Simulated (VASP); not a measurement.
Na: single point with PBE

Crystal: Na.

```
Na
1.0
     3.64500    0.00000    0.00000
    -1.82250    3.15667    0.00000
     0.00000    0.00000    6.10304
Na
2
Direct
  0.33333 0.66667 0.25000
  0.66667 0.33333 0.75000
```

This isn't the form of Na at room conditions, which is bcc.

```json
{
 "Program": "VASP 6.6.1",
 "Task": "single point",
 "Functional": "PBE",
 "Potentials or basis": "VASP PAW PBE potentials, release 64 (Na_pv)",
 "Cutoff": "520 eV",
 "k mesh": "15 × 15 × 8",
 "Occupations": "gaussian, width 0.15 eV",
 "Spin": "no spin polarisation",
 "Dipole correction": "no",
 "Further INCAR settings": "ALGO = Fast; EDIFF = 1e-06; NBANDS = 14"
}
```

```
Pressure               : 0.4 GPa
Band gap on the k mesh : zero (bands 7 and 8 overlap by 4.55 eV)
```

Stress tensor (GPa, compression positive):
```
0.55 0.00 0.00
0.00 0.55 0.00
0.00 0.00 0.23
```

Levels at points of the mesh, in eV from the Fermi level:
| k point | band 3 | band 4 | band 5 | band 6 | band 7 | band 8 | band 9 | band 10 | band 11 | band 12 |
| --- | --- | --- | --- | --- | --- | --- | --- | --- | --- | --- |
| (0.00, 0.00, 0.00) | -24.88 | -24.87 | -24.87 | -24.87 | -3.41 | 0.43 | 0.85 | 10.48 | 10.48 | 10.70 |
| (0.00, 0.00, 0.50) | -24.88 | -24.88 | -24.88 | -24.88 | -2.38 | -2.38 | 5.41 | 5.41 | 11.05 | 11.05 |

It took 120 s on 1 thread of Oxide Virtual Turin-like Processor (shared host), peak memory 0.2 GiB.
